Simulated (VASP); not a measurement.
**AgCl: electric field gradients with PBE**

The system is AgCl.

```
Ag Cl
1.0
     0.00000    2.82754    2.82754
     2.82754    0.00000    2.82754
     2.82754    2.82754    0.00000
Ag Cl
1 1
Direct
  0.50000 0.50000 0.50000
  0.00000 0.00000 0.00000
```

| Quantity | Value |
| --- | --- |
| Program | VASP 6.6.1 |
| Task | electric field gradients |
| Functional | PBE |
| Potentials or basis | VASP PAW PBE potentials, release 64 (Ag, Cl) |
| Cutoff | 520 eV |
| k mesh | 8 × 8 × 8 |
| Occupations | fermi-dirac, width 0.02 eV |
| Spin | no spin polarisation |
| Dipole correction | no |
| Further INCAR settings | ALGO = Normal; EDIFF = 1e-08; NBANDS = 16 |

The pressure is -1.0 GPa and the band gap on the k mesh is 0.93 eV (least direct gap 3.01 eV). The largest electric field gradient by atom is zero within the noise of the run.

Levels at points of the mesh, in eV from the valence-band top:
```csv
k point,band 6,band 7,band 8,band 9,band 10,band 11,band 12,band 13
"(0.00, 0.00, 0.00)",-2.18,-2.09,-2.09,-2.09,0.93,10.88,10.88,10.88
"(0.50, 0.00, 0.00)",-1.90,-1.62,0.00,0.00,4.40,6.23,7.77,7.77
"(0.50, 0.50, 0.00)",-2.02,-1.80,-1.80,-1.75,2.47,8.11,8.45,11.22
```

Run time: 38 s on 1 thread of Intel Xeon 8259CL, with other jobs on the host, peak memory 0.18 GiB.

A k mesh can miss the band edges.
